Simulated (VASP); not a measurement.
# KTaO3 (Pm-3m) in VASP: notebook

KTaO3 is run at these levels: PBE; tasks: single point.

Everything below comes from runs of VASP 6.6.1. Logs are shortened: lines on timing, memory, paths and dates and some standing lists are left out, and cuts for length are marked.

## (1) The cell of the first run

The structure is cubic, space group Pm-3m (No. 221). Conventional cell: a = 3.988 Å, b = 3.988 Å, c = 3.988 Å, α = 90.00°, β = 90.00°, γ = 90.00°. Within 3.7 Å of K (site symmetry m-3m) lie 12 O at 2.82 Å and 8 Ta at 3.45 Å. Ta (site symmetry m-3m) has 6 O at 1.99 Å within 2.6 Å. Within 2.6 Å of O (site symmetry 4/mmm) lie 2 Ta at 1.99 Å.

## (2) Single point, PBE

Contents of INCAR:

```
SYSTEM = KTaO3
ALGO = Normal
EDIFF = 1E-7
ENCUT = 520
GGA = PE
ISIF = 2
ISMEAR = 0
LASPH = .TRUE.
LCHARG = .TRUE.
LELF = .TRUE.
LREAL = .FALSE.
LVHAR = .TRUE.
LWAVE = .FALSE.
NBANDS = 27
NELM = 100
PREC = Accurate
SIGMA = 0.02
```

Contents of KPOINTS:

```
k-points
0
G
  8 8 8
  0 0 0
```

Contents of POSCAR:

```
KTaO3
1.0
    3.9883000000      0.0000000000      0.0000000000
    0.0000000000      3.9883000000      0.0000000000
    0.0000000000      0.0000000000      3.9883000000
K Ta O
1 1 3
Direct
    0.5000000000      0.5000000000      0.5000000000
    0.0000000000      0.0000000000      0.0000000000
    0.5000000000      0.0000000000      0.0000000000
    0.0000000000      0.5000000000      0.0000000000
    0.0000000000      0.0000000000      0.5000000000
```

Potentials or basis: VASP PAW PBE potentials, release 64 (K_sv, Ta_pv, O).

The run is started by

```sh
> cat potpaw_PBE.64/K_sv/POTCAR potpaw_PBE.64/Ta_pv/POTCAR potpaw_PBE.64/O/POTCAR > POTCAR
> mpirun -np 1 vasp_std > vasp.out
```

OUTCAR:

```text
SYSTEM = KTaO3
   EDIFF = 1E-7
   ENCUT = 520
   GGA = PE
   ISIF = 2
   ISMEAR = 0
   LASPH = .TRUE.
   LREAL = .FALSE.
   NELM = 100
   PREC = Accurate

 ion  position               nearest neighbor table
   1  0.500  0.500  0.500-   3 2.82   4 2.82   5 2.82   3 2.82   4 2.82   3 2.82   5 2.82   3 2.82
                             4 2.82   5 2.82   4 2.82   5 2.82   2 3.45   2 3.45   2 3.45   2 3.45
   2  0.000  0.000  0.000-   3 1.99   4 1.99   5 1.99   5 1.99   4 1.99   3 1.99   1 3.45   1 3.45
                             1 3.45   1 3.45   1 3.45   1 3.45   1 3.45   1 3.45
   3  0.500  0.000  0.000-   2 1.99   2 1.99   1 2.82   1 2.82   1 2.82   1 2.82
   4  0.000  0.500  0.000-   2 1.99   2 1.99   1 2.82   1 2.82   1 2.82   1 2.82
   5  0.000  0.000  0.500-   2 1.99   2 1.99   1 2.82   1 2.82   1 2.82   1 2.82

  LATTYP: Found a simple cubic cell.
 ALAT       =     3.9883000000

  Lattice vectors:

 A1 = (   3.9883000000,   0.0000000000,   0.0000000000)
 A2 = (   0.0000000000,   3.9883000000,   0.0000000000)
 A3 = (   0.0000000000,   0.0000000000,   3.9883000000)

Analysis of symmetry for initial positions (statically):
=====================================================================
 Subroutine PRICEL returns:
 Original cell was already a primitive cell.

 Routine SETGRP: Setting up the symmetry group for a
 simple cubic supercell.

 Subroutine GETGRP returns: Found 48 space group operations
 (whereof 48 operations were pure point group operations)
 out of a pool of 48 trial point group operations.

The static configuration has the point symmetry O_h .

Analysis of symmetry for dynamics (positions and initial velocities):
=====================================================================
 Subroutine PRICEL returns:
 Original cell was already a primitive cell.

 Routine SETGRP: Setting up the symmetry group for a
 simple cubic supercell.

 Subroutine GETGRP returns: Found 48 space group operations
 (whereof 48 operations were pure point group operations)
 out of a pool of 48 trial point group operations.

The dynamic configuration has the point symmetry O_h .

 Subroutine INISYM returns: Found 48 space group operations
 (whereof 48 operations are pure point group operations),
 and found     1 'primitive' translations

----------------------------------------------------------------------------------------

                                     Primitive cell

  volume of cell :      63.4400

  direct lattice vectors                    reciprocal lattice vectors
     3.988300000  0.000000000  0.000000000     0.250733395  0.000000000  0.000000000
     0.000000000  3.988300000  0.000000000     0.000000000  0.250733395  0.000000000
     0.000000000  0.000000000  3.988300000     0.000000000  0.000000000  0.250733395

  length of vectors
     3.988300000  3.988300000  3.988300000     0.250733395  0.250733395  0.250733395

  position of ions in fractional coordinates (direct lattice)
     0.500000000  0.500000000  0.500000000
     0.000000000  0.000000000  0.000000000
     0.500000000  0.000000000  0.000000000
     0.000000000  0.500000000  0.000000000
     0.000000000  0.000000000  0.500000000

  ion indices of the primitive-cell ions
   primitive index   ion index
                 1           1
                 2           2
                 3           3
                 4           4
                 5           5

----------------------------------------------------------------------------------------

 KPOINTS: k-points

Automatic generation of k-mesh.
 Grid dimensions read from file:
 generate k-points for:    8    8    8

 Generating k-lattice:

  Cartesian coordinates                     Fractional coordinates (reciprocal lattice)
     0.031341674  0.000000000  0.000000000     0.125000000  0.000000000  0.000000000
     0.000000000  0.031341674  0.000000000     0.000000000  0.125000000  0.000000000
     0.000000000  0.000000000  0.031341674     0.000000000  0.000000000  0.125000000

  Length of vectors
     0.031341674  0.031341674  0.031341674

  Shift w.r.t. Gamma in fractional coordinates (k-lattice)
     0.000000000  0.000000000  0.000000000

 Subroutine IBZKPT returns following result:
 ===========================================

 Found     35 irreducible k-points:

 Following reciprocal coordinates:
            Coordinates               Weight
  0.000000  0.000000  0.000000      1.000000
  0.125000  0.000000  0.000000      6.000000
  0.250000  0.000000  0.000000      6.000000
  0.375000  0.000000  0.000000      6.000000
  0.500000  0.000000  0.000000      3.000000
  0.125000  0.125000  0.000000     12.000000
[... 16 lines left out ...]
  0.375000  0.375000  0.125000     24.000000
  0.500000  0.375000  0.125000     24.000000
 [... further k-points ...]
   k-points           NKPTS =     35   k-points in BZ     NKDIM =     35   number of bands    NBANDS=     27
   number of dos      NEDOS =    301   number of ions     NIONS =      5
   total plane-waves  NPLWV =  27000
   dimension x,y,z NGX =    30 NGY =   30 NGZ =   30
   dimension x,y,z NGXF=    60 NGYF=   60 NGZF=   60
   ions per type =               1   1   3
   NGX,Y,Z   is equivalent  to a cutoff of  12.51, 12.51, 12.51 a.u.
   NGXF,Y,Z  is equivalent  to a cutoff of  25.01, 25.01, 25.01 a.u.
 SYSTEM =  KTaO3
   PREC   = accura    normal or accurate (medium, high low for compatibility)
   ISTART =      0    job   : 0-new  1-cont  2-samecut
   ICHARG =      2    charge: 1-file 2-atom 10-const
   ISPIN  =      1    spin polarized calculation?
   LNONCOLLINEAR =      F non collinear calculations
   LSORBIT =      F    spin-orbit coupling
   LASPH  =      T    aspherical Exc in radial PAW
   ENCUT  =  520.0 eV  38.22 Ry    6.18 a.u.   7.42  7.42  7.42*2*pi/ulx,y,z
   NELM   =    100;   NELMIN=  2; NELMDL= -5     # of ELM steps
   EDIFF  = 0.1E-06   stopping-criterion for ELM
   LREAL  =      F    real-space projection
   EDIFFG = 0.1E-05   stopping-criterion for IOM
   NSW    =      0    number of steps for IOM
   IBRION =     -1    ionic relax: 0-MD 1-quasi-New 2-CG
   NFREE  =      0    steps in history (QN), initial steepest desc. (CG)
   ISIF   =      2    stress and relaxation
   ISYM   =      2    0-nonsym 1-usesym 2-fastsym
   POTIM  = 0.5000    time-step for ionic-motion
   TEBEG  =    0.0;   TEEND  =   0.0 temperature during run
   PSTRESS=    0.0 pullay stress
   NELECT =      38.0000    total number of electrons
   NUPDOWN=      -1.0000    fix difference up-down
   EMIN   =  10.00;   EMAX   =-10.00  energy-range for DOS
   EFERMI =   0.00;   METHOD = LEGACY
   ISMEAR =     0;   SIGMA  =   0.02  broadening in eV -4-tet -1-fermi 0-gaus
   EFERMI_NEDOS =   21; number of points for ismear=-14 and -15
   IALGO  =     38    algorithm
   IMIX   =      4    mixing-type and parameters
     AMIX     =   0.40;   BMIX     =  1.00
     AMIX_MAG =   1.60;   BMIX_MAG =  1.00
  volume/ion in A,a.u.               =      12.69        85.62
  Fermi-wavevector in a.u.,A,eV,Ry     =   1.380008  2.607837 25.911228  1.904422
  Thomas-Fermi vector in A             =   2.504925
   LORBIT       =      0    0 simple, 1 ext, 2 COOP (PROOUT), +10 PAW based schemes
   GGA     = PE    functional components
   LHFCALC =     F    Hartree Fock is set to
   AEXX    =    0.0000 exact exchange contribution
   IVDW    =     0    specifies the selected vdW correction
   LEPSILON=     F    determine dielectric tensor
   LRPA    =     F    only Hartree local field effects (RPA)
 non-spin polarized calculation
 Gauss-broadening in eV      SIGMA  =   0.02
  energy-cutoff  :      520.00
  volume of cell :       63.44
 maximum number of plane-waves:      1743
 NGX is ok and might be reduce to    30
   NGX = 15   NGY = 15   NGZ = 15

 number of electron      37.9999976 magnetization

 Free energy of the ion-electron system (eV)
  ---------------------------------------------------
  ext. energy  EPLUGINS =         0.00000000
  ---------------------------------------------------
  free energy    TOTEN  =       -41.02999113 eV

  energy without entropy =      -41.02999113  energy(sigma->0) =      -41.02999113

 E-fermi :   1.8906     XC(G=0): -10.8738

 val. band max:        1.8021472883   @ k =   0.5000   0.5000   0.5000
 cond. band min:       3.9782685432   @ k =   0.0000   0.0000   0.0000
 fundamental gap:      2.1761212549
 Fermi energy:         1.8906103826

 k-point     1 :       0.0000    0.0000    0.0000
  band No.  band energies     occupation
      1     -32.3211      2.00000
      2     -32.3211      2.00000
      3     -32.3211      2.00000
      4     -25.5207      2.00000
      5     -15.7497      2.00000
      6     -15.0432      2.00000
[... 19 lines left out ...]
     26       9.8657      0.00000
     27       9.8657      0.00000

 k-point     2 :       0.1250    0.0000    0.0000
  band No.  band energies     occupation
      1     -32.3346      2.00000
      2     -32.3206      2.00000
      3     -32.3206      2.00000
      4     -25.5166      2.00000
      5     -15.7040      2.00000
      6     -15.0397      2.00000
[... 19 lines left out ...]
     26      10.0633      0.00000
     27      10.0967      0.00000

 k-point     3 :       0.2500    0.0000    0.0000
  band No.  band energies     occupation
      1     -32.3668      2.00000
      2     -32.3194      2.00000
      3     -32.3194      2.00000
      4     -25.5067      2.00000
      5     -15.6488      2.00000
      6     -15.0315      2.00000
[... 19 lines left out ...]
     26      10.5588      0.00000
     27      10.9625      0.00000

 k-point     4 :       0.3750    0.0000    0.0000
  band No.  band energies     occupation
      1     -32.3987      2.00000
      2     -32.3181      2.00000
      3     -32.3181      2.00000
      4     -25.4969      2.00000
      5     -15.6413      2.00000
      6     -15.0234      2.00000
[... 19 lines left out ...]
     26      11.0862      0.00000
     27      12.2917      0.00000
[... 516 lines left out ...]
      4     -25.4836      2.00000
      5     -15.2607      2.00000
      6     -14.6928      2.00000
[... 19 lines left out ...]
     26      12.0277      0.00000
     27      12.4672      0.00000

 k-point    23 :       0.3750    0.3750    0.1250
  band No.  band energies     occupation
      1     -32.3945      2.00000
      2     -32.3941      2.00000
      3     -32.3285      2.00000
      4     -25.4808      2.00000
      5     -15.1793      2.00000
      6     -14.3763      2.00000
[... 19 lines left out ...]
     26      12.4280      0.00000
     27      12.5771      0.00000

 k-point    24 :       0.5000    0.3750    0.1250
  band No.  band energies     occupation
      1     -32.4073      2.00000
      2     -32.3937      2.00000
      3     -32.3279      2.00000
      4     -25.4785      2.00000
      5     -15.1555      2.00000
      6     -14.3556      2.00000
[... 19 lines left out ...]
     26      12.5491      0.00000
     27      12.6158      0.00000

 [... further k-points ...]
[... 5 lines left out ...]
  --------------------------------------------------------------------------------------
  -------------------------------------------------------------------------------------
  Total        2.4083940      2.4083940      2.4083940      0.0000000      0.0000000     -0.0000000
  in kB       60.8239549     60.8239549     60.8239549      0.0000000      0.0000000     -0.0000000
  external PRESSURE =      60.8239549 kB  Pullay stress =       0.0000000 kB

 VOLUME and BASIS-vectors are now :
 -----------------------------------------------------------------------------
  energy-cutoff  :      520.00
  volume of cell :       63.44
      direct lattice vectors                 reciprocal lattice vectors
     3.988300000  0.000000000  0.000000000     0.250733395  0.000000000  0.000000000
     0.000000000  3.988300000  0.000000000     0.000000000  0.250733395  0.000000000
     0.000000000  0.000000000  3.988300000     0.000000000  0.000000000  0.250733395

 POSITION                                       TOTAL-FORCE (eV/Angst)
 -----------------------------------------------------------------------------------
      1.99415      1.99415      1.99415         0.000000      0.000000      0.000000
      0.00000      0.00000      0.00000         0.000000      0.000000      0.000000
      1.99415      0.00000      0.00000         0.000000      0.000000      0.000000
      0.00000      1.99415      0.00000         0.000000      0.000000      0.000000
      0.00000      0.00000      1.99415         0.000000      0.000000      0.000000
 -----------------------------------------------------------------------------------
    total drift:                                0.000000     -0.000000      0.000000

  FREE ENERGIE OF THE ION-ELECTRON SYSTEM (eV)
  ---------------------------------------------------
  free  energy   TOTEN  =       -41.0299911266 eV

  energy  without entropy=      -41.0299911266  energy(sigma->0) =      -41.02999113
```

Wall time 71 s (1 thread of Intel Xeon Platinum 8488C (Sapphire Rapids), shared host); peak memory 0.2 GiB.

Results:

* Free energy: -41.0300 eV
* Pressure: 6.1 GPa
* Band gap on the k mesh: 2.18 eV, indirect (least direct gap 2.80 eV)

Levels at points of the mesh, in eV from the valence-band top:
```csv
k point,band 15,band 16,band 17,band 18,band 19,band 20,band 21,band 22,band 23,band 24
"(0.00, 0.00, 0.00)",-1.06,-1.06,-0.62,-0.62,-0.62,2.18,2.18,2.18,6.63,6.76
"(0.50, 0.00, 0.00)",-2.32,-2.13,-1.51,-0.85,-0.85,2.33,5.02,5.02,6.80,8.48
"(0.50, 0.50, 0.00)",-2.83,-1.65,-1.43,-1.43,-0.04,5.06,5.06,6.34,7.67,10.09
"(0.50, 0.50, 0.50)",-3.91,-3.91,0.00,0.00,0.00,6.48,6.48,6.48,8.91,8.91
```

Caveat: spin-orbit coupling is left out, which moves the levels of the heavy elements.

## (3) Single point, PBE (volume scaled by 0.97)

Contents of INCAR:

```
PREC = Accurate
ENCUT = 520
EDIFF = 1E-7
ISMEAR = 0
SIGMA = 0.02
LREAL = F
LASPH = T
NELM = 100
ALGO = Normal
ISIF = 2
LWAVE = F
LCHARG = F
GGA = PE
NBANDS = 27
```

Contents of KPOINTS:

```
Automatic mesh
0
Gamma
  8 8 8
```

POSCAR, as its differences from that of step 2:

```diff
@@ -2,5 +2,5 @@
 1.0
-    3.9883000000      0.0000000000      0.0000000000
-    0.0000000000      3.9883000000      0.0000000000
-    0.0000000000      0.0000000000      3.9883000000
+    3.9837275845      0.0000000000      0.0000000000
+    0.0000000000      3.9837275845      0.0000000000
+    0.0000000000      0.0000000000      3.9837275845
 K Ta O
```

Potentials or basis: VASP PAW PBE potentials, release 64 (K_sv, Ta_pv, O).

The run is started by

```sh
> cat potpaw_PBE.64/K_sv/POTCAR potpaw_PBE.64/Ta_pv/POTCAR potpaw_PBE.64/O/POTCAR > POTCAR
> mpirun -np 1 vasp_std > vasp.out
```

Run time: 78 s. Hardware: 1 thread of Intel Xeon Platinum 8488C (Sapphire Rapids), shared host; peak memory 0.2 GiB.

It converged, with:

```
Free energy            : -41.0210 eV
Pressure               : 6.8 GPa
Band gap on the k mesh : 2.18 eV, indirect (least direct gap 2.80 eV)
```

Levels at points of the mesh, in eV from the valence-band top:
```csv
k point,band 16,band 17,band 18,band 19,band 20,band 21,band 22,band 23
"(0.00, 0.00, 0.00)",-1.06,-0.62,-0.62,-0.62,2.18,2.18,2.18,6.65
"(0.50, 0.00, 0.00)",-2.14,-1.52,-0.85,-0.85,2.34,5.04,5.04,6.84
"(0.50, 0.50, 0.00)",-1.64,-1.44,-1.44,-0.04,5.08,5.08,6.37,7.71
"(0.50, 0.50, 0.50)",-3.92,0.00,0.00,0.00,6.51,6.51,6.51,8.92
```

Caveat: the cell differs from its parent crystal (volume scaled by 0.97); spin-orbit coupling is left out, which moves the levels of the heavy elements. A k mesh can miss the band edges.

## (4) Single point, PBE

This run uses another cell than the first one, of 13.04 Å³/atom, 1.027 times its volume.

Contents of INCAR:

```
SYSTEM = KTaO3
PREC = Accurate ; ENCUT = 520
EDIFF = 1E-6 ; ISMEAR = 0
SIGMA = 0.02 ; LREAL = .False.
LASPH = .True. ; NELM = 60
ALGO = Normal ; ISIF = 2
LWAVE = .False. ; LCHARG = .False.
GGA = PE ; NBANDS = 27
```

Contents of KPOINTS:

```
regular mesh
0
Gamma
  8 8 8
  0 0 0
```

POSCAR, as its differences from that of step 3:

```diff
@@ -2,5 +2,5 @@
 1.0
-    3.9837275845      0.0000000000      0.0000000000
-    0.0000000000      3.9837275845      0.0000000000
-    0.0000000000      0.0000000000      3.9837275845
+    4.0243806738      0.0000000000      0.0000000000
+    0.0000000000      4.0243806738      0.0000000000
+    0.0000000000      0.0000000000      4.0243806738
 K Ta O
```

The run is started by

```sh
> cat potpaw_PBE.64/K_sv/POTCAR potpaw_PBE.64/Ta_pv/POTCAR potpaw_PBE.64/O/POTCAR > POTCAR
> mpirun -np 1 vasp_std > vasp.out
```

It took 88 s on 1 thread of Intel Xeon Platinum 8488C (Sapphire Rapids), shared host; peak memory 0.2 GiB.

The run converged. Its results:

| Item | Value |
| --- | --- |
| Free energy | -41.0675 eV |
| Pressure | 0.6 GPa |
| Band gap on the k mesh | 2.12 eV, indirect (least direct gap 2.75 eV) |

Levels at points of the mesh, in eV from the valence-band top:
```tsv
k point	band 15	band 16	band 17	band 18	band 19	band 20	band 21	band 22	band 23	band 24
(0.00, 0.00, 0.00)	-1.02	-1.02	-0.63	-0.63	-0.63	2.12	2.12	2.12	6.41	6.45
(0.50, 0.00, 0.00)	-2.31	-2.08	-1.45	-0.85	-0.85	2.26	4.84	4.84	6.49	8.11
(0.50, 0.50, 0.00)	-2.73	-1.70	-1.40	-1.40	-0.04	4.88	4.88	6.11	7.32	9.98
(0.50, 0.50, 0.50)	-3.82	-3.82	0.00	0.00	0.00	6.23	6.23	6.23	8.84	8.84
```

Caveat: spin-orbit coupling is left out, which moves the levels of the heavy elements.

## (5) Single point, PBE (volume scaled by 1.03)

Contents of INCAR:

```
ALGO = Normal
EDIFF = 1E-7
ENCUT = 520
GGA = PE
ISIF = 2
ISMEAR = 0
LASPH = True
LCHARG = False
LREAL = False
LWAVE = False
NBANDS = 27
NELM = 80
PREC = Accurate
SIGMA = 0.02
```

Contents of KPOINTS:

```
k-points
0
Gamma
  8 8 8
```

POSCAR, as its differences from that of step 4:

```diff
@@ -2,5 +2,5 @@
 1.0
-    4.0243806738      0.0000000000      0.0000000000
-    0.0000000000      4.0243806738      0.0000000000
-    0.0000000000      0.0000000000      4.0243806738
+    4.0642286185      0.0000000000      0.0000000000
+    0.0000000000      4.0642286185      0.0000000000
+    0.0000000000      0.0000000000      4.0642286185
 K Ta O
```

The run is started by

```sh
> cat potpaw_PBE.64/K_sv/POTCAR potpaw_PBE.64/Ta_pv/POTCAR potpaw_PBE.64/O/POTCAR > POTCAR
> mpirun -np 1 vasp_std > vasp.out
```

Wall time 79 s (1 thread of Intel Xeon Platinum 8488C (Sapphire Rapids), shared host); peak memory 0.2 GiB.

It converged, with:

```
Free energy            : -41.0438 eV
Pressure               : -4.7 GPa
Band gap on the k mesh : 2.05 eV, indirect (least direct gap 2.69 eV)
```

Levels at points of the mesh, in eV from the valence-band top:
| k point | band 17 | band 18 | band 19 | band 20 | band 21 | band 22 |
| --- | --- | --- | --- | --- | --- | --- |
| (0.00, 0.00, 0.00) | -0.64 | -0.64 | -0.64 | 2.05 | 2.05 | 2.05 |
| (0.50, 0.00, 0.00) | -1.38 | -0.84 | -0.84 | 2.18 | 4.65 | 4.65 |
| (0.50, 0.50, 0.00) | -1.36 | -1.36 | -0.04 | 4.68 | 4.68 | 5.87 |
| (0.50, 0.50, 0.50) | 0.00 | 0.00 | 0.00 | 5.97 | 5.97 | 5.97 |

Caveat: the cell differs from its parent crystal (volume scaled by 1.03); spin-orbit coupling is left out, which moves the levels of the heavy elements. A k mesh can miss the band edges.

## (6) Overview

```tsv
cell	gap on the mesh (eV)	pressure (GPa)
a = 3.988 Å, 5 atoms	2.18	6.1
a = 3.984 Å, 5 atoms	2.18	6.8
a = 4.024 Å, 5 atoms	2.12	0.6
a = 4.064 Å, 5 atoms	2.05	-4.7
```

Alike in all rows: task single point; level PBE; potentials or basis VASP PAW PBE potentials, release 64 (K_sv, Ta_pv, O); no spin polarisation; k mesh 8 × 8 × 8; cutoff (eV) 520; smearing gaussian 0.02 eV.

Caveats: spin-orbit coupling is left out, which moves the levels of the heavy elements.

Absolute energies hang on the potentials; compare differences alone.
